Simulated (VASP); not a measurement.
Here is a VASP 6.6.1 calculation.

INCAR

```
SYSTEM = Al
PREC = Accurate
ENCUT = 520
EDIFF = 1E-6
ISMEAR = 0
SIGMA = 0.15
LREAL = .False.
LASPH = .True.
NELM = 60
ALGO = Normal
ISIF = 2
LWAVE = .False.
LCHARG = .False.
GGA = PS
IVDW = 12
NBANDS = 14
```

The input KPOINTS:

```
Automatic mesh
0
Gamma
  18 18 6
  0 0 0
```

File POSCAR:

```
Al
1.0
    2.7636003583      0.0000000000      0.0000000000
   -1.3818001791      2.3933481162      0.0000000000
    0.0000000000      0.0000000000      9.4410115440
Al
4
Direct
    0.0000000000      0.0000000000      0.0000000000
    0.3333333333      0.6666666667      0.2500000000
    0.0000000000      0.0000000000      0.5000000000
    0.6666666667      0.3333333333      0.7500000000
```

Potentials or basis: VASP PAW PBE potentials, release 64 (Al).

Launch:

```bash
$ cat potpaw_PBE.64/Al/POTCAR > POTCAR
$ mpirun -np 1 vasp_std > vasp.out
```

**Question.** Estimate the dispersion energy per atom.

**Answer.** -0.336 eV.

**Question.** Estimate the band gap on the k mesh.

**Answer.** Zero (bands 6 and 7 overlap by 4.86 eV).

**Question.** Estimate the pressure.

**Answer.** 0.3 GPa.

Stress tensor (GPa, compression positive):
```
 1.62  0.00  0.00
 0.00  1.62  0.00
 0.00  0.00 -2.28
```

Caveat: the PAW data sets were made with another functional, which shifts forces and pressure a little.
